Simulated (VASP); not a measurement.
Input of a VASP 6.6.1 run:

Contents of INCAR:

```
SYSTEM = KF
PREC     = Accurate       ! precision mode
ENCUT    = 520            ! plane-wave cutoff, eV
EDIFF    = 1E-6           ! SCF threshold, eV
ISMEAR   = -5             ! smearing method
SIGMA    = 0.05           ! smearing width, eV
LREAL    = .False.        ! projectors in reciprocal space
LASPH    = .True.         ! aspherical terms in the spheres
NELM     = 100            ! most SCF steps
ALGO     = Normal         ! electronic algorithm
ISIF     = 2              ! what is computed and relaxed
LWAVE    = .False.        ! write WAVECAR
LCHARG   = .False.        ! write CHGCAR
GGA      = RP             ! functional
NBANDS   = 15             ! bands
```

KPOINTS

```
Automatic mesh
0
Gamma
  9 9 9
  0 0 0
```

Contents of POSCAR:

```
KF
1.0
    0.0000000000      2.6718500000      2.6718500000
    2.6718500000      0.0000000000      2.6718500000
    2.6718500000      2.6718500000      0.0000000000
K F
1 1
Direct
    0.0000000000      0.0000000000      0.0000000000
    0.5000000000      0.5000000000      0.5000000000
```

Potentials or basis: VASP PAW PBE potentials, release 64 (K_sv, F).

Command:

```bash
$ cat potpaw_PBE.64/K_sv/POTCAR potpaw_PBE.64/F/POTCAR > POTCAR
$ mpirun -np 1 vasp_std > vasp.out
```

**Question.** Predict the band gap on the k mesh.

**Answer.** 6.50 eV.

**Question.** Predict the pressure.

**Answer.** 4.1 GPa.

Caveat: the cell stands under pressure; the PAW data sets were made with another functional, which shifts forces and pressure a little; an odd mesh through Γ misses points on the zone boundary, where band edges can lie.
